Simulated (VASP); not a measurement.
# BN (P6_3mc) in VASP: notebook

Runs on BN. Level: LDA. Tasks: single point, relaxation of cell and atoms.

Everything below comes from runs of VASP 6.6.1. Logs are shortened: lines on timing, memory, paths and dates and some standing lists are left out, and cuts for length are marked.

**1. The cell of the first run**

It takes space group P6_3mc (No. 186, hexagonal). The conventional cell has a = 2.524 Å, b = 2.524 Å, c = 4.176 Å, α = 90.00°, β = 90.00°, γ = 120.00°. Within 2.1 Å of B (site symmetry 3m) lie 4 N at 1.55 to 1.56 Å. N (site symmetry 3m) has 4 B at 1.55 to 1.56 Å within 2.1 Å.

**2. Single point, LDA**

The input, INCAR:

```
SYSTEM = BN
ALGO = Normal
EDIFF = 1E-6
ENCUT = 600
GGA_COMPAT = .False.
ISIF = 2
ISMEAR = 0
LASPH = .True.
LCHARG = .False.
LREAL = .False.
LWAVE = .False.
NBANDS = 16
NELM = 120
PREC = Accurate
SIGMA = 0.1
```

The input, KPOINTS:

```
k-points
0
Gamma
  9 9 6
  0 0 0
```

The input, POSCAR:

```
BN
1.0
    2.5238408629      0.0000000000      0.0000000000
   -1.2619204315      2.1857103024      0.0000000000
    0.0000000000      0.0000000000      4.1763011302
B N
2 2
Direct
    0.3333333333      0.6666666667     -0.0001425093
    0.6666666667      0.3333333333      0.4998574907
    0.3333333333      0.6666666667      0.3741425093
    0.6666666667      0.3333333333      0.8741425093
```

Potentials or basis: VASP PAW LDA potentials, release 64 (B, N).

Launch:

```bash
cat potpaw_LDA.64/B/POTCAR potpaw_LDA.64/N/POTCAR > POTCAR
mpirun -np 1 vasp_std > vasp.out
```

OUTCAR:

```text
SYSTEM = BN
   EDIFF = 1E-6
   ENCUT = 600
   ISIF = 2
   ISMEAR = 0
   LASPH = .True.
   LREAL = .False.
   NELM = 120
   PREC = Accurate

 ion  position               nearest neighbor table
   1  0.333  0.667  1.000-   4 1.55   4 1.55   4 1.55   3 1.56
   2  0.667  0.333  0.500-   3 1.55   3 1.55   3 1.55   4 1.56
   3  0.333  0.667  0.374-   2 1.55   2 1.55   2 1.55   1 1.56
   4  0.667  0.333  0.874-   1 1.55   1 1.55   1 1.55   2 1.56

  LATTYP: Found a hexagonal cell.
 ALAT       =     2.5238408629
 C/A-ratio  =     1.6547402776

  Lattice vectors:

 A1 = (   2.5238408629,   0.0000000000,   0.0000000000)
 A2 = (  -1.2619204315,   2.1857103024,   0.0000000000)
 A3 = (   0.0000000000,   0.0000000000,   4.1763011302)

Analysis of symmetry for initial positions (statically):
=====================================================================
 Subroutine PRICEL returns:
 Original cell was already a primitive cell.

 Routine SETGRP: Setting up the symmetry group for a
 hexagonal supercell.

 Subroutine GETGRP returns: Found 12 space group operations
 (whereof  6 operations were pure point group operations)
 out of a pool of 24 trial point group operations.

The static configuration has the point symmetry C_3v.
 The point group associated with its full space group is C_6v.

Analysis of symmetry for dynamics (positions and initial velocities):
=====================================================================
 Subroutine PRICEL returns:
 Original cell was already a primitive cell.

 Routine SETGRP: Setting up the symmetry group for a
 hexagonal supercell.

 Subroutine GETGRP returns: Found 12 space group operations
 (whereof  6 operations were pure point group operations)
 out of a pool of 24 trial point group operations.

The dynamic configuration has the point symmetry C_3v.
 The point group associated with its full space group is C_6v.

 Subroutine INISYM returns: Found 12 space group operations
 (whereof  6 operations are pure point group operations),
 and found     1 'primitive' translations

----------------------------------------------------------------------------------------

                                     Primitive cell

  volume of cell :      23.0381

  direct lattice vectors                    reciprocal lattice vectors
     2.523840863  0.000000000  0.000000000     0.396221495  0.228758587  0.000000000
    -1.261920432  2.185710302  0.000000000     0.000000000  0.457517174  0.000000000
     0.000000000  0.000000000  4.176301130     0.000000000  0.000000000  0.239446335

  length of vectors
     2.523840863  2.523840863  4.176301130     0.457517174  0.457517174  0.239446335

  position of ions in fractional coordinates (direct lattice)
     0.333333333  0.666666667  0.999857491
     0.666666667  0.333333333  0.499857491
     0.333333333  0.666666667  0.374142509
     0.666666667  0.333333333  0.874142509

  ion indices of the primitive-cell ions
   primitive index   ion index
                 1           1
                 2           2
                 3           3
                 4           4

----------------------------------------------------------------------------------------

 KPOINTS: k-points

Automatic generation of k-mesh.
 Grid dimensions read from file:
 generate k-points for:    9    9    6

 Generating k-lattice:

  Cartesian coordinates                     Fractional coordinates (reciprocal lattice)
     0.044024611  0.025417621  0.000000000     0.111111111 -0.000000000  0.000000000
     0.000000000  0.050835242  0.000000000     0.000000000  0.111111111  0.000000000
     0.000000000  0.000000000  0.039907723     0.000000000  0.000000000  0.166666667

  Length of vectors
     0.050835242  0.050835242  0.039907723

  Shift w.r.t. Gamma in fractional coordinates (k-lattice)
     0.000000000  0.000000000  0.000000000

 Subroutine IBZKPT returns following result:
 ===========================================

 Found     48 irreducible k-points:

 Following reciprocal coordinates:
            Coordinates               Weight
  0.000000  0.000000  0.000000      1.000000
  0.111111 -0.000000  0.000000      6.000000
  0.222222  0.000000  0.000000      6.000000
  0.333333  0.000000  0.000000      6.000000
  0.444444  0.000000  0.000000      6.000000
  0.111111  0.111111  0.000000      6.000000
[... 16 lines left out ...]
  0.333333  0.222222  0.166667     24.000000
  0.333333  0.333333  0.166667      4.000000
 [... further k-points ...]
   k-points           NKPTS =     48   k-points in BZ     NKDIM =     48   number of bands    NBANDS=     16
   number of dos      NEDOS =    301   number of ions     NIONS =      4
   total plane-waves  NPLWV =  14400
   dimension x,y,z NGX =    20 NGY =   20 NGZ =   36
   dimension x,y,z NGXF=    40 NGYF=   40 NGZF=   72
   ions per type =               2   2
   NGX,Y,Z   is equivalent  to a cutoff of  13.17, 13.17, 14.33 a.u.
[... 37 lines left out ...]
   LHFCALC =     F    Hartree Fock is set to
   AEXX    =    0.0000 exact exchange contribution
   IVDW    =     0    specifies the selected vdW correction
   LEPSILON=     F    determine dielectric tensor
   LRPA    =     F    only Hartree local field effects (RPA)
 non-spin polarized calculation
 Gauss-broadening in eV      SIGMA  =   0.10
  energy-cutoff  :      600.00
  volume of cell :       23.04
 maximum number of plane-waves:       780
   NGX = 11   NGY = 11   NGZ = 17

 number of electron      16.0000002 magnetization

 Free energy of the ion-electron system (eV)
  ---------------------------------------------------
  ext. energy  EPLUGINS =         0.00000000
  ---------------------------------------------------
  free energy    TOTEN  =       -38.76054520 eV

  energy without entropy =      -38.76054520  energy(sigma->0) =      -38.76054520

 E-fermi :   8.3358     XC(G=0): -13.2180

 val. band max:        7.8768264232   @ k =   0.0000   0.0000   0.0000
 cond. band min:      12.7744559765   @ k =   0.3333   0.3333   0.0000
 fundamental gap:      4.8976295532
 Fermi energy:         8.3358486429

 k-point     1 :       0.0000    0.0000    0.0000
  band No.  band energies     occupation
      1     -12.6696      2.00000
      2      -8.3374      2.00000
      3      -3.3217      2.00000
      4       5.6890      2.00000
      5       5.6890      2.00000
      6       7.5732      2.00000
[... 8 lines left out ...]
     15      19.8314      0.00000
     16      24.1682      0.00000

 k-point     2 :       0.1111   -0.0000    0.0000
  band No.  band energies     occupation
      1     -12.3949      2.00000
      2      -8.1252      2.00000
      3      -3.0516      2.00000
      4       4.5055      2.00000
      5       5.1935      2.00000
      6       6.9014      2.00000
[... 8 lines left out ...]
     15      20.6102      0.00000
     16      23.7345      0.00000

 k-point     3 :       0.2222    0.0000    0.0000
  band No.  band energies     occupation
      1     -11.5856      2.00000
      2      -7.5446      2.00000
      3      -2.2610      2.00000
      4       1.9718      2.00000
      5       4.1923      2.00000
      6       4.7147      2.00000
[... 8 lines left out ...]
     15      22.4477      0.00000
     16      23.1659      0.00000

 k-point     4 :       0.3333    0.0000    0.0000
  band No.  band energies     occupation
      1     -10.3046      2.00000
      2      -6.8690      2.00000
      3      -1.0794      2.00000
      4      -0.4544      2.00000
      5       2.3058      2.00000
      6       3.3004      2.00000
[... 8 lines left out ...]
     15      23.9399      0.00000
     16      24.4219      0.00000
[... 324 lines left out ...]
 k-point    22 :       0.2222    0.2222    0.1667
  band No.  band energies     occupation
      1      -9.4354      2.00000
      2      -6.8736      2.00000
      3      -0.7617      2.00000
      4       0.2679      2.00000
      5       1.0207      2.00000
      6       2.2931      2.00000
[... 8 lines left out ...]
     15      23.2989      0.00000
     16      24.3042      0.00000

 k-point    23 :       0.3333    0.2222    0.1667
  band No.  band energies     occupation
      1      -8.0626      2.00000
      2      -6.7456      2.00000
      3      -1.4593      2.00000
      4      -0.3020      2.00000
      5       0.7372      2.00000
      6       2.0563      2.00000
[... 8 lines left out ...]
     15      23.9372      0.00000
     16      24.5755      0.00000

 k-point    24 :       0.3333    0.3333    0.1667
  band No.  band energies     occupation
      1      -7.0975      2.00000
      2      -7.0975      2.00000
      3      -1.5177      2.00000
      4      -0.0312      2.00000
      5      -0.0312      2.00000
      6       1.8209      2.00000
[... 8 lines left out ...]
     15      24.1997      0.00000
     16      24.1997      0.00000

 [... further k-points ...]

------------------------ aborting loop because EDIFF is reached ----------------------------------------

  FORCE on cell =-STRESS in cart. coord.  units (eV):
  Direction    XX          YY          ZZ          XY          YZ          ZX
  --------------------------------------------------------------------------------------
  -------------------------------------------------------------------------------------
  Total        0.0584702      0.0584702      0.0538862     -0.0000000     -0.0000000      0.0000000
  in kB        4.0662929      4.0662929      3.7475043     -0.0000000     -0.0000000      0.0000000
  external PRESSURE =       3.9600300 kB  Pullay stress =       0.0000000 kB

 VOLUME and BASIS-vectors are now :
 -----------------------------------------------------------------------------
  energy-cutoff  :      600.00
  volume of cell :       23.04
      direct lattice vectors                 reciprocal lattice vectors
     2.523840863  0.000000000  0.000000000     0.396221495  0.228758587  0.000000000
    -1.261920432  2.185710302  0.000000000     0.000000000  0.457517174  0.000000000
     0.000000000  0.000000000  4.176301130     0.000000000  0.000000000  0.239446335

 POSITION                                       TOTAL-FORCE (eV/Angst)
 -----------------------------------------------------------------------------------
     -0.00000      1.45714      4.17571         0.000000      0.000000     -0.010463
      1.26192      0.72857      2.08756        -0.000000     -0.000000     -0.010463
     -0.00000      1.45714      1.56253         0.000000     -0.000000      0.010463
      1.26192      0.72857      3.65068        -0.000000      0.000000      0.010463
 -----------------------------------------------------------------------------------
    total drift:                               -0.000000      0.000000     -0.000538

  FREE ENERGIE OF THE ION-ELECTRON SYSTEM (eV)
  ---------------------------------------------------
  free  energy   TOTEN  =       -38.7605452037 eV

  energy  without entropy=      -38.7605452037  energy(sigma->0) =      -38.76054520
```

It took 11 s on 1 thread of Intel Xeon Platinum 8375C at 2.90GHz (Ice Lake), shared host; peak memory 0.13 GiB.

Results:

```
Free energy            : -38.7605 eV
Pressure               : 0.4 GPa
Largest force          : 0.010 eV/Å
Band gap on the k mesh : 4.90 eV (least direct gap 8.27 eV)
```

Forces on the atoms (eV/Å):
```
B    0.000  0.000 -0.010
B    0.000  0.000 -0.010
N    0.000  0.000  0.010
N    0.000  0.000  0.010
```

**3. Single point, LDA**

The input, INCAR:

```
SYSTEM = BN
PREC = Accurate
ENCUT = 600
EDIFF = 1E-6
ISMEAR = 0
SIGMA = 0.02
LREAL = .False.
LASPH = .True.
NELM = 120
ALGO = Normal
ISIF = 2
LWAVE = .False.
LCHARG = .False.
NBANDS = 16
GGA_COMPAT = .False.
```

The input, KPOINTS:

```
Automatic mesh
0
Gamma
  12 12 6
  0 0 0
```

The input, POSCAR:

```
BN
1.0
    2.5231941744      0.0000000000      0.0000000000
   -1.2615970872      2.1851502537      0.0000000000
    0.0000000000      0.0000000000      4.1751300963
B N
2 2
Direct
    0.3333333333      0.6666666667     -0.0001978498
    0.6666666667      0.3333333333      0.4998021502
    0.3333333333      0.6666666667      0.3741978498
    0.6666666667      0.3333333333      0.8741978498
```

Potentials or basis: VASP PAW LDA potentials, release 64 (B, N).

Launch:

```bash
cat potpaw_LDA.64/B/POTCAR potpaw_LDA.64/N/POTCAR > POTCAR
mpirun -np 1 vasp_std > vasp.out
```

Run time: 19 s. Hardware: 1 thread of Intel Xeon Platinum 8375C at 2.90GHz (Ice Lake), shared host; peak memory 0.14 GiB.

It converged, with:

```
Free energy            : -38.7605 eV
Pressure               : 0.7 GPa
Band gap on the k mesh : 4.90 eV (least direct gap 8.28 eV)
```

Levels at points of the mesh, in eV from the valence-band top:
| k point | band 5 | band 6 | band 7 | band 8 | band 9 | band 10 | band 11 | band 12 |
| --- | --- | --- | --- | --- | --- | --- | --- | --- |
| (0.00, 0.00, 0.00) | -2.19 | -0.30 | 0.00 | 0.00 | 8.34 | 8.34 | 8.62 | 9.93 |
| (0.50, 0.00, 0.00) | -7.05 | -5.14 | -4.60 | -2.18 | 6.71 | 7.88 | 10.60 | 11.65 |
| (0.00, 0.00, 0.50) | -1.21 | -1.21 | -1.21 | -1.21 | 9.70 | 9.70 | 9.93 | 9.93 |
| (0.50, 0.00, 0.50) | -3.89 | -3.89 | -3.67 | -3.67 | 6.58 | 6.58 | 10.14 | 10.14 |

A k mesh can miss the band edges.

**4. Single point, LDA**

The input, INCAR:

```
PREC = Accurate ; ENCUT = 600
EDIFF = 1E-6 ; ISMEAR = 0
SIGMA = 0.02 ; LREAL = False
LASPH = True ; NELM = 120
ALGO = Normal ; ISIF = 2
LWAVE = False ; LCHARG = True
LELF = True ; LVHAR = True
NBANDS = 16 ; GGA_COMPAT = False
```

The input, KPOINTS:

```
Automatic mesh
0
Gamma
  12 12 6
```

POSCAR is that of step 3.

Launch:

```bash
cat potpaw_LDA.64/B/POTCAR potpaw_LDA.64/N/POTCAR > POTCAR
mpirun -np 1 vasp_std > vasp.out
```

Wall time 17 s (1 thread of Intel Xeon Platinum 8375C at 2.90GHz (Ice Lake), shared host); peak memory 0.14 GiB.

It converged, with:

- Free energy: -38.7605 eV
- Pressure: 0.7 GPa
- Band gap on the k mesh: 4.90 eV (least direct gap 8.28 eV)

Levels at points of the mesh, in eV from the valence-band top:
```tsv
k point	band 4	band 5	band 6	band 7	band 8	band 9	band 10	band 11	band 12	band 13
(0.00, 0.00, 0.00)	-2.19	-2.19	-0.30	0.00	0.00	8.34	8.34	8.62	9.93	11.23
(0.50, 0.00, 0.00)	-7.93	-7.05	-5.14	-4.60	-2.18	6.71	7.88	10.60	11.65	13.15
(0.00, 0.00, 0.50)	-5.82	-1.21	-1.21	-1.21	-1.21	9.70	9.70	9.93	9.93	9.93
(0.50, 0.00, 0.50)	-10.24	-3.89	-3.89	-3.67	-3.67	6.58	6.58	10.14	10.14	14.37
```

**5. Relaxation of cell and atoms, LDA**

This run uses another cell than the first one, of 5.93 Å³/atom.

The input, INCAR:

```
PREC = Accurate
ENCUT = 600
EDIFF = 1E-7
ISMEAR = 0
SIGMA = 0.1
LREAL = F
LASPH = T
NELM = 120
ALGO = Normal
ISIF = 3
LWAVE = F
LCHARG = F
IBRION = 2
NSW = 100
EDIFFG = -0.05
GGA_COMPAT = F
NELMIN = 4
```

The input, KPOINTS:

```
Automatic mesh
0
Gamma
  9 9 6
```

The input, POSCAR:

```
BN
1.0
    2.5500000000      0.0000000000      0.0000000000
   -1.2750000000      2.2083647797      0.0000000000
    0.0000000000      0.0000000000      4.2100000000
B N
2 2
Direct
    0.3333333333      0.6666666667      0.0000000000
    0.6666666667      0.3333333333      0.5000000000
    0.3333333333      0.6666666667      0.3740000000
    0.6666666667      0.3333333333      0.8740000000
```

Launch:

```bash
cat potpaw_LDA.64/B/POTCAR potpaw_LDA.64/N/POTCAR > POTCAR
mpirun -np 1 vasp_std > vasp.out
```

Wall time 20 s (1 thread of Intel Xeon Platinum 8375C at 2.90GHz (Ice Lake), shared host); peak memory 0.13 GiB.

Results (log left out):

- Free energy: -38.7624 eV
- Relaxed volume: 5.77 Å³/atom
- Relaxed cell: a = 2.525 Å, b = 2.525 Å, c = 4.176 Å, α = 90.00°, β = 90.00°, γ = 120.00°
- Space group after relaxing (to 0.1 Å): P6_3mc (No. 186)
- Energy gained by relaxing: 5.6 meV/atom
- Ionic steps: 3
- Pressure after relaxing: -0.1 GPa
- Largest force after relaxing: 0.027 eV/Å
- Band gap on the k mesh: 4.93 eV (least direct gap 8.27 eV)

Forces on the atoms (eV/Å):
```
B    0.000  0.000  0.027
B    0.000  0.000  0.027
N    0.000  0.000 -0.027
N    0.000  0.000 -0.027
```

Stress tensor (GPa, compression positive):
```
-0.24  0.00  0.00
 0.00 -0.24  0.00
 0.00  0.00  0.21
```

The path:
| step | energy change (eV) | largest force (eV/Å) | pressure (GPa) | volume (Å³) |
| --- | --- | --- | --- | --- |
| 1 | 0.0000 | 0.0616 | -10.61 | 23.71 |
| 2 | 0.0042 | 0.1388 | 12.61 | 22.39 |
| 3 | -0.0222 | 0.0266 | -0.09 | 23.06 |

Final structure:
```
B N
1.0
     2.52528    0.00000    0.00000
    -1.26264    2.18696    0.00000
     0.00000    0.00000    4.17637
B N
2 2
Direct
  0.33333 0.66667 0.99967
  0.66667 0.33333 0.49967
  0.33333 0.66667 0.37433
  0.66667 0.33333 0.87433
```

Levels at points of the mesh, in eV from the valence-band top:
| k point | band 5 | band 6 | band 7 | band 8 | band 9 | band 10 | band 11 | band 12 |
| --- | --- | --- | --- | --- | --- | --- | --- | --- |
| (0.00, 0.00, 0.00) | -2.18 | -0.28 | 0.00 | 0.00 | 8.34 | 8.34 | 8.63 | 9.90 |
| (0.00, 0.00, 0.50) | -1.21 | -1.21 | -1.21 | -1.21 | 9.68 | 9.68 | 9.93 | 9.93 |

Caveat: the relaxation stopped at a loose force limit of 0.05 eV/Å, so its end isn't a converged minimum. A k mesh can miss the band edges.

**6. Relaxation of cell and atoms, LDA**

The input, INCAR:

```
SYSTEM = BN
  PREC = Accurate
  ENCUT = 600
  EDIFF = 1E-7
  ISMEAR = 0
  SIGMA = 0.02
  LREAL = .FALSE.
  LASPH = .TRUE.
  NELM = 120
  ALGO = Normal
  ISIF = 3
  LWAVE = .FALSE.
  LCHARG = .FALSE.
  IBRION = 2
  NSW = 100
  EDIFFG = -0.002
  GGA_COMPAT = .FALSE.
  NELMIN = 4
```

The input, KPOINTS:

```
Automatic mesh
0
G
  12 12 6
  0 0 0
```

The input, POSCAR:

```
BN
1.0
    2.5238408629      0.0000000000      0.0000000000
   -1.2619204315      2.1857103024      0.0000000000
    0.0000000000      0.0000000000      4.1763011302
B N
2 2
Direct
    0.3333333333      0.6666666667     -0.0001425093
    0.6666666667      0.3333333333      0.4998574907
    0.3333333333      0.6666666667      0.3741425093
    0.6666666667      0.3333333333      0.8741425093
```

Potentials or basis: VASP PAW LDA potentials, release 64 (B, N).

Launch:

```bash
cat potpaw_LDA.64/B/POTCAR potpaw_LDA.64/N/POTCAR > POTCAR
mpirun -np 1 vasp_std > vasp.out
```

Run time: 25 s. Hardware: 1 thread of Intel Xeon Platinum 8375C at 2.90GHz (Ice Lake), shared host; peak memory 0.14 GiB.

The run converged. Its results:

* Free energy: -38.7607 eV
* Relaxed volume: 5.77 Å³/atom
* Relaxed cell: a = 2.525 Å, b = 2.525 Å, c = 4.178 Å, α = 90.00°, β = 90.00°, γ = 120.00°
* Space group after relaxing (to 0.1 Å): P6_3mc (No. 186)
* Energy gained by relaxing: 0.0 meV/atom
* Ionic steps: 3
* Pressure after relaxing: 0.0 GPa
* Band gap on the k mesh: 4.91 eV (least direct gap 8.27 eV)

Final structure:
```
B N
1.0
     2.52471    0.00000    0.00000
    -1.26235    2.18646    0.00000
     0.00000    0.00000    4.17763
B N
2 2
Cartesian
  0.0000 1.4576 4.1768
  1.2624 0.7288 2.0880
  0.0000 1.4576 1.5633
  1.2624 0.7288 3.6521
```

Levels at points of the mesh, in eV from the valence-band top:
```tsv
k point	band 4	band 5	band 6	band 7	band 8	band 9	band 10	band 11	band 12
(0.00, 0.00, 0.00)	-2.18	-2.18	-0.30	0.00	0.00	8.33	8.33	8.62	9.91
(0.50, 0.00, 0.00)	-7.92	-7.04	-5.13	-4.59	-2.17	6.70	7.88	10.59	11.63
(0.00, 0.00, 0.50)	-5.81	-1.21	-1.21	-1.21	-1.21	9.68	9.68	9.92	9.92
(0.50, 0.00, 0.50)	-10.23	-3.88	-3.88	-3.67	-3.67	6.57	6.57	10.13	10.13
```

A k mesh can miss the band edges.

**7. Overview**

| task | cell | k mesh | smearing | gap on the mesh (eV) | pressure (GPa) | relaxed volume (Å³/atom) | largest force (eV/Å) |
| --- | --- | --- | --- | --- | --- | --- | --- |
| single point | a = 2.524, b = 2.524, c = 4.176 Å, angles 90.0, 90.0, 120.0°, 4 atoms, atomic positions A | 9 × 9 × 6 | gaussian 0.1 eV | 4.90 | 0.4 | - | 0.01 |
| single point | a = 2.523, b = 2.523, c = 4.175 Å, angles 90.0, 90.0, 120.0°, 4 atoms, atomic positions A | 12 × 12 × 6 | gaussian 0.02 eV | 4.90 | 0.7 | - | - |
| relaxation of cell and atoms | relaxed from a = 2.550, b = 2.550, c = 4.210 Å, angles 90.0, 90.0, 120.0°, 4 atoms, atomic positions B | 9 × 9 × 6 | gaussian 0.1 eV | 4.93 | -0.1 | 5.77 | 0.03 |
| relaxation of cell and atoms | relaxed from a = 2.524, b = 2.524, c = 4.176 Å, angles 90.0, 90.0, 120.0°, 4 atoms, atomic positions A | 12 × 12 × 6 | gaussian 0.02 eV | 4.91 | 0.0 | 5.77 | - |

Alike in all rows: level LDA; potentials or basis VASP PAW LDA potentials, release 64 (B, N); no spin polarisation; cutoff (eV) 600.

Caveats: the relaxation stopped at a loose force limit of 0.05 eV/Å, so its end isn't a converged minimum (at least some runs).

Absolute energies hang on the potentials; compare differences alone.
